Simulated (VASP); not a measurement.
# Nb (R-3m) in VASP: notebook

Runs on Nb. Level: PBEsol. Tasks: electric field gradients.

Everything below comes from runs of VASP 6.6.1. Logs are shortened: lines on timing, memory, paths and dates and some standing lists are left out, and cuts for length are marked.

## Step 1: The cell of the first run

The structure is trigonal, space group R-3m (No. 166). The conventional cell has a = 4.002 Å, b = 4.002 Å, c = 9.802 Å, α = 90.00°, β = 90.00°, γ = 120.00°. Nb (site symmetry 3m) has 1 Nb at 1.72 Å within 2.3 Å.

## Step 2: Electric field gradients, PBEsol (shortest bond scaled by 0.7)

The input, INCAR:

```
PREC = Accurate
ENCUT = 520
EDIFF = 1E-8
ISMEAR = -1
SIGMA = 0.05
LREAL = False
LASPH = True
NELM = 100
ALGO = Normal
ISIF = 2
LWAVE = False
LCHARG = False
GGA = PS
LEFG = True
NBANDS = 20
```

The input, KPOINTS:

```
Automatic mesh
0
Gamma
  9 9 9
```

The input, POSCAR:

```
Nb
1.0
    0.0000000000      2.8296800281      2.8296800281
    2.8296800281      0.0000000000      2.8296800281
    2.8296800281      2.8296800281      0.0000000000
Nb
2
Direct
   -0.2375000000     -0.0875000000     -0.0875000000
    0.2375000000      0.0875000000      0.0875000000
```

Potentials or basis: VASP PAW PBE potentials, release 64 (Nb_sv).

Started as:

```
cat potpaw_PBE.64/Nb_sv/POTCAR > POTCAR
mpirun -np 1 vasp_std > vasp.out
```

OUTCAR:

```text
PREC = Accurate
   ENCUT = 520
   EDIFF = 1E-8
   ISMEAR = -1
   LREAL = False
   LASPH = True
   NELM = 100
   ISIF = 2
   GGA = PS

 ion  position               nearest neighbor table
   1  0.763  0.913  0.913-   2 1.72   2 2.78   2 2.78   2 2.78
   2  0.237  0.087  0.087-   1 1.72   1 2.78   1 2.78   1 2.78

  LATTYP: Found a face centered cubic cell.
 ALAT       =     5.6593600562

  Lattice vectors:

 A1 = (   0.0000000000,   2.8296800281,   2.8296800281)
 A2 = (   2.8296800281,   0.0000000000,   2.8296800281)
 A3 = (   2.8296800281,   2.8296800281,   0.0000000000)

Analysis of symmetry for initial positions (statically):
=====================================================================
 Subroutine PRICEL returns:
 Original cell was already a primitive cell.

 Routine SETGRP: Setting up the symmetry group for a
 face centered cubic supercell.

 Subroutine GETGRP returns: Found 12 space group operations
 (whereof  4 operations were pure point group operations)
 out of a pool of 48 trial point group operations.

The static configuration has the point symmetry C_2h.
 The point group associated with its full space group is D_3d.

Analysis of symmetry for dynamics (positions and initial velocities):
=====================================================================
 Subroutine PRICEL returns:
 Original cell was already a primitive cell.

 Routine SETGRP: Setting up the symmetry group for a
 face centered cubic supercell.

 Subroutine GETGRP returns: Found 12 space group operations
 (whereof  4 operations were pure point group operations)
 out of a pool of 48 trial point group operations.

The dynamic configuration has the point symmetry C_2h.
 The point group associated with its full space group is D_3d.

 Subroutine INISYM returns: Found 12 space group operations
 (whereof  4 operations are pure point group operations),
 and found     1 'primitive' translations

----------------------------------------------------------------------------------------

                                     Primitive cell

  volume of cell :      45.3150

  direct lattice vectors                    reciprocal lattice vectors
     0.000000000  2.829680028  2.829680028    -0.176698424  0.176698424  0.176698424
     2.829680028  0.000000000  2.829680028     0.176698424 -0.176698424  0.176698424
     2.829680028  2.829680028  0.000000000     0.176698424  0.176698424 -0.176698424

  length of vectors
     4.001771873  4.001771873  4.001771873     0.306050647  0.306050647  0.306050647

  position of ions in fractional coordinates (direct lattice)
     0.762500000  0.912500000  0.912500000
     0.237500000  0.087500000  0.087500000

  ion indices of the primitive-cell ions
   primitive index   ion index
                 1           1
                 2           2

----------------------------------------------------------------------------------------

 KPOINTS: Automatic mesh

Automatic generation of k-mesh.
 Grid dimensions read from file:
 generate k-points for:    9    9    9

 Generating k-lattice:

  Cartesian coordinates                     Fractional coordinates (reciprocal lattice)
    -0.019633158  0.019633158  0.019633158     0.111111111  0.000000000  0.000000000
     0.019633158 -0.019633158  0.019633158     0.000000000  0.111111111  0.000000000
     0.019633158  0.019633158 -0.019633158     0.000000000  0.000000000  0.111111111

  Length of vectors
     0.034005627  0.034005627  0.034005627

  Shift w.r.t. Gamma in fractional coordinates (k-lattice)
     0.000000000  0.000000000  0.000000000

 Subroutine IBZKPT returns following result:
 ===========================================

 Found     85 irreducible k-points:

 Following reciprocal coordinates:
            Coordinates               Weight
  0.000000  0.000000  0.000000      1.000000
  0.111111  0.000000  0.000000      2.000000
  0.000000  0.111111  0.000000      6.000000
  0.222222  0.000000  0.000000      2.000000
  0.000000  0.222222  0.000000      6.000000
  0.333333  0.000000  0.000000      2.000000
[... 16 lines left out ...]
 -0.333333  0.111111  0.000000      6.000000
  0.000000 -0.333333  0.111111     12.000000
 [... further k-points ...]
   k-points           NKPTS =     85   k-points in BZ     NKDIM =     85   number of bands    NBANDS=     20
   number of dos      NEDOS =    301   number of ions     NIONS =      2
   total plane-waves  NPLWV =  27000
   dimension x,y,z NGX =    30 NGY =   30 NGZ =   30
   dimension x,y,z NGXF=    60 NGYF=   60 NGZF=   60
   ions per type =               2
   NGX,Y,Z   is equivalent  to a cutoff of  12.46, 12.46, 12.46 a.u.
   NGXF,Y,Z  is equivalent  to a cutoff of  24.93, 24.93, 24.93 a.u.
 SYSTEM =  unknown system
   PREC   = accura    normal or accurate (medium, high low for compatibility)
   ISTART =      0    job   : 0-new  1-cont  2-samecut
   ICHARG =      2    charge: 1-file 2-atom 10-const
   ISPIN  =      1    spin polarized calculation?
   LNONCOLLINEAR =      F non collinear calculations
   LSORBIT =      F    spin-orbit coupling
   LASPH  =      T    aspherical Exc in radial PAW
   ENCUT  =  520.0 eV  38.22 Ry    6.18 a.u.   7.44  7.44  7.44*2*pi/ulx,y,z
   NELM   =    100;   NELMIN=  2; NELMDL= -5     # of ELM steps
   EDIFF  = 0.1E-07   stopping-criterion for ELM
   LREAL  =      F    real-space projection
   EDIFFG = 0.1E-06   stopping-criterion for IOM
   NSW    =      0    number of steps for IOM
   IBRION =     -1    ionic relax: 0-MD 1-quasi-New 2-CG
   NFREE  =      0    steps in history (QN), initial steepest desc. (CG)
   ISIF   =      2    stress and relaxation
   ISYM   =      2    0-nonsym 1-usesym 2-fastsym
   POTIM  = 0.5000    time-step for ionic-motion
   TEBEG  =    0.0;   TEEND  =   0.0 temperature during run
   PSTRESS=    0.0 pullay stress
   NELECT =      26.0000    total number of electrons
   NUPDOWN=      -1.0000    fix difference up-down
   EMIN   =  10.00;   EMAX   =-10.00  energy-range for DOS
   EFERMI =   0.00;   METHOD = LEGACY
   ISMEAR =    -1;   SIGMA  =   0.05  broadening in eV -4-tet -1-fermi 0-gaus
   EFERMI_NEDOS =   21; number of points for ismear=-14 and -15
   IALGO  =     38    algorithm
   IMIX   =      4    mixing-type and parameters
     AMIX     =   0.40;   BMIX     =  1.00
     AMIX_MAG =   1.60;   BMIX_MAG =  1.00
  volume/ion in A,a.u.               =      22.66       152.90
  Fermi-wavevector in a.u.,A,eV,Ry     =   1.360354  2.570696 25.178440  1.850563
  Thomas-Fermi vector in A             =   2.487023
   LORBIT       =      0    0 simple, 1 ext, 2 COOP (PROOUT), +10 PAW based schemes
   GGA     = PS    functional components
   LHFCALC =     F    Hartree Fock is set to
   AEXX    =    0.0000 exact exchange contribution
   IVDW    =     0    specifies the selected vdW correction
   LEPSILON=     F    determine dielectric tensor
   LRPA    =     F    only Hartree local field effects (RPA)
 non-spin polarized calculation
  energy-cutoff  :      520.00
  volume of cell :       45.32
 maximum number of plane-waves:      1243
 NGX is ok and might be reduce to    30
   NGX = 15   NGY = 15   NGZ = 15

 number of electron      26.0000001 magnetization

 Free energy of the ion-electron system (eV)
  ---------------------------------------------------
  ext. energy  EPLUGINS =         0.00000000
  ---------------------------------------------------
  free energy    TOTEN  =       -12.23705803 eV

  energy without entropy =      -12.21955285  energy(sigma->0) =      -12.22830544

 E-fermi :   7.8561     XC(G=0): -10.9035

 val. band max:        7.8355662467   @ k =  -0.3333   0.3333   0.0000
 cond. band min:       7.8685527053   @ k =   0.2222   0.0000   0.0000
 fundamental gap:      0.0329864586
 Fermi energy:         7.8561022848

 k-point     1 :       0.0000    0.0000    0.0000
  band No.  band energies     occupation
      1     -48.9871      2.00000
      2     -44.1700      2.00000
      3     -27.7721      2.00000
      4     -23.3976      2.00000
      5     -23.3976      2.00000
      6     -21.2558      2.00000
[... 12 lines left out ...]
     19      13.7572      0.00000
     20      16.6791      0.00000
[... 507 lines left out ...]
 k-point    24 :       0.0000   -0.3333    0.1111
  band No.  band energies     occupation
      1     -48.9484      2.00000
      2     -44.2442      2.00000
      3     -27.6395      2.00000
      4     -23.6793      2.00000
      5     -23.4003      2.00000
      6     -21.2827      2.00000
[... 12 lines left out ...]
     19      13.2699      0.00000
     20      17.1839      0.00000

 [... further k-points ...]

------------------------ aborting loop because EDIFF is reached ----------------------------------------

  FORCE on cell =-STRESS in cart. coord.  units (eV):
  Direction    XX          YY          ZZ          XY          YZ          ZX
  --------------------------------------------------------------------------------------
  -------------------------------------------------------------------------------------
  Total       17.4996763     17.4996763     17.4996763    -17.7355149     17.7355149    -17.7355149
  in kB      618.7263508    618.7263508    618.7263508   -627.0647684    627.0647684   -627.0647684
  external PRESSURE =     618.7263508 kB  Pullay stress =       0.0000000 kB

 VOLUME and BASIS-vectors are now :
 -----------------------------------------------------------------------------
  energy-cutoff  :      520.00
  volume of cell :       45.32
      direct lattice vectors                 reciprocal lattice vectors
     0.000000000  2.829680028  2.829680028    -0.176698424  0.176698424  0.176698424
     2.829680028  0.000000000  2.829680028     0.176698424 -0.176698424  0.176698424
     2.829680028  2.829680028  0.000000000     0.176698424  0.176698424 -0.176698424

 POSITION                                       TOTAL-FORCE (eV/Angst)
 -----------------------------------------------------------------------------------
      5.16417      4.73971      4.73971       -16.016143     16.016143     16.016143
      0.49519      0.91965      0.91965        16.016143    -16.016143    -16.016143
 -----------------------------------------------------------------------------------
    total drift:                               -0.000000     -0.000000     -0.000000

  FREE ENERGIE OF THE ION-ELECTRON SYSTEM (eV)
  ---------------------------------------------------
  free  energy   TOTEN  =       -12.2370580336 eV

  energy  without entropy=      -12.2195528482  energy(sigma->0) =      -12.22830544

 Electric field gradients (V/A^2)
---------------------------------------------------------------------
 ion       V_xx      V_yy      V_zz      V_xy      V_xz      V_yz
---------------------------------------------------------------------
   1       0.000    -0.000    -0.000    98.999    98.999   -98.999
   2       0.000    -0.000    -0.000    98.999    98.999   -98.999
---------------------------------------------------------------------

 Electric field gradients after diagonalization (V/A^2)
 (convention: |V_zz| > |V_xx| > |V_yy|)
----------------------------------------------------------------------
 ion       V_xx      V_yy      V_zz     asymmetry (V_yy - V_xx)/ V_zz
----------------------------------------------------------------------
   1      98.999    98.998  -197.998       0.000
   2      98.999    98.998  -197.998       0.000
----------------------------------------------------------------------

           NMR quadrupolar parameters

 Cq : quadrupolar parameter    Cq=e*Q*V_zz/h
 eta: asymmetry parameters     (V_yy - V_xx)/ V_zz
 Q  : nuclear electric quadrupole moment in mb (millibarn)
----------------------------------------------------------------------
 ion       Cq(MHz)       eta       Q (mb)
----------------------------------------------------------------------
   1      -0.479       0.000       1.000
   2      -0.479       0.000       1.000
----------------------------------------------------------------------
```

It took 2.7 min on 1 thread of Intel Xeon 8259CL, shared host; peak memory 0.21 GiB.

What came out:

- Free energy: -12.2371 eV
- Pressure: 61.9 GPa
- Largest force: 27.741 eV/Å
- Band gap on the k mesh: zero (bands 13 and 14 overlap by 1.72 eV)
- Largest electric field gradient by atom: Nb -198.0 V/Å²

Forces on the atoms (eV/Å):
```
Nb  -16.016  16.016  16.016
Nb   16.016 -16.016 -16.016
```

Stress tensor (GPa, compression positive):
```
 61.87 -62.71 -62.71
-62.71  61.87  62.71
-62.71  62.71  61.87
```

Levels at points of the mesh, in eV from the Fermi level:
```tsv
k point	band 11	band 12	band 13	band 14	band 15	band 16
(0.00, 0.00, 0.00)	-2.20	-1.12	-1.12	1.13	2.74	2.74
```

Electric field gradients, principal values (V/Å²):
| atom | least | middle | greatest (by size) |
| --- | --- | --- | --- |
| 1 Nb | 98.998 | 98.999 | -197.998 |
| 2 Nb | 98.998 | 98.999 | -197.998 |

Caveat: the cell differs from its parent crystal (shortest bond scaled by 0.7); atoms lie so close that the PAW spheres overlap strongly, which falsifies energies and pressures; the cell stands under pressure; without QUAD_EFG the Cq values of the log hold for a quadrupole moment of 1 mb, not for the nuclei; the PAW data sets were made with another functional, which shifts forces and pressure a little.

## Step 3: Electric field gradients, PBEsol (shortest bond scaled by 0.7)

The input, INCAR:

```
SYSTEM = Nb
PREC     = Accurate       ! precision mode
ENCUT    = 520            ! plane-wave cutoff, eV
EDIFF    = 1E-8           ! SCF threshold, eV
ISMEAR   = -1             ! smearing method
SIGMA    = 0.05           ! smearing width, eV
LREAL    = .False.        ! projectors in reciprocal space
LASPH    = .True.         ! aspherical terms in the spheres
NELM     = 100            ! most SCF steps
ALGO     = Normal         ! electronic algorithm
ISIF     = 2              ! what is computed and relaxed
LWAVE    = .False.        ! write WAVECAR
LCHARG   = .False.        ! write CHGCAR
GGA      = PS             ! functional
LEFG     = .True.       
NBANDS   = 20             ! bands
```

The input, KPOINTS:

```
regular mesh
0
Gamma
  9 9 9
  0 0 0
```

POSCAR is that of step 2.

Potentials or basis: VASP PAW PBE potentials, release 64 (Nb_sv).

Started as:

```
cat potpaw_PBE.64/Nb_sv/POTCAR > POTCAR
mpirun -np 1 vasp_std > vasp.out
```

OUTCAR:

```text
SYSTEM = Nb
   PREC = Accurate
   ENCUT = 520
   EDIFF = 1E-8
   ISMEAR = -1
   LREAL = .False.
   LASPH = .True.
   NELM = 100
   ISIF = 2
   GGA = PS

 ion  position               nearest neighbor table
   1  0.763  0.913  0.913-   2 1.72   2 2.78   2 2.78   2 2.78
   2  0.237  0.087  0.087-   1 1.72   1 2.78   1 2.78   1 2.78

  LATTYP: Found a face centered cubic cell.
 ALAT       =     5.6593600562

  Lattice vectors:

 A1 = (   0.0000000000,   2.8296800281,   2.8296800281)
 A2 = (   2.8296800281,   0.0000000000,   2.8296800281)
[... 766 lines left out ...]
  ---------------------------------------------------
  free  energy   TOTEN  =       -12.2370580336 eV

  energy  without entropy=      -12.2195528482  energy(sigma->0) =      -12.22830544

 Electric field gradients (V/A^2)
---------------------------------------------------------------------
 ion       V_xx      V_yy      V_zz      V_xy      V_xz      V_yz
---------------------------------------------------------------------
   1       0.000    -0.000    -0.000    98.999    98.999   -98.999
   2       0.000    -0.000    -0.000    98.999    98.999   -98.999
---------------------------------------------------------------------

 Electric field gradients after diagonalization (V/A^2)
 (convention: |V_zz| > |V_xx| > |V_yy|)
----------------------------------------------------------------------
 ion       V_xx      V_yy      V_zz     asymmetry (V_yy - V_xx)/ V_zz
----------------------------------------------------------------------
   1      98.999    98.998  -197.998       0.000
   2      98.999    98.998  -197.998       0.000
----------------------------------------------------------------------

           NMR quadrupolar parameters

 Cq : quadrupolar parameter    Cq=e*Q*V_zz/h
 eta: asymmetry parameters     (V_yy - V_xx)/ V_zz
 Q  : nuclear electric quadrupole moment in mb (millibarn)
----------------------------------------------------------------------
 ion       Cq(MHz)       eta       Q (mb)
----------------------------------------------------------------------
   1      -0.479       0.000       1.000
   2      -0.479       0.000       1.000
----------------------------------------------------------------------
```

stdout:

```text
POSCAR found type information on POSCAR Nb
 POSCAR found :  1 types and       2 ions
 scaLAPACK will be used
 -----------------------------------------------------------------------------
|                                                                             |
|                                                                             |
|     You enforced a specific xc type in the INCAR file but a different       |
|     I HOPE YOU KNOW WHAT YOU ARE DOING!                                     |
|                                                                             |
 -----------------------------------------------------------------------------

 LDA part: xc-table for (Slater+PW92), standard interpolation
 POSCAR, INCAR and KPOINTS ok, starting setup
 FFT: planning ... GRIDC
 FFT: planning ... GRID_SOFT
 FFT: planning ... GRID
 WAVECAR not read
 entering main loop
ion   1

ion   2
```

It took 2.6 min on 1 thread of Intel Xeon 8259CL, shared host; peak memory 0.21 GiB.

Results:

* Free energy: -12.2371 eV
* Pressure: 61.9 GPa
* Largest force: 27.741 eV/Å
* Band gap on the k mesh: zero (bands 13 and 14 overlap by 1.72 eV)
* Largest electric field gradient by atom: Nb -198.0 V/Å²

Forces in eV/Å, atoms in the order of the input:
```
Nb  -16.016  16.016  16.016
Nb   16.016 -16.016 -16.016
```

Electric field gradients, principal values (V/Å²):
```
atom   least  middle  greatest (by size)
1 Nb  98.998  98.999            -197.998
2 Nb  98.998  98.999            -197.998
```

Caveat: the cell differs from its parent crystal (shortest bond scaled by 0.7); atoms lie so close that the PAW spheres overlap strongly, which falsifies energies and pressures; the cell stands under pressure; without QUAD_EFG the Cq values of the log hold for a quadrupole moment of 1 mb, not for the nuclei; the PAW data sets were made with another functional, which shifts forces and pressure a little.

(Part 1 of 2 ends here.)

The gap in the log of VASP goes by the Fermi energy; the results here count the filled bands.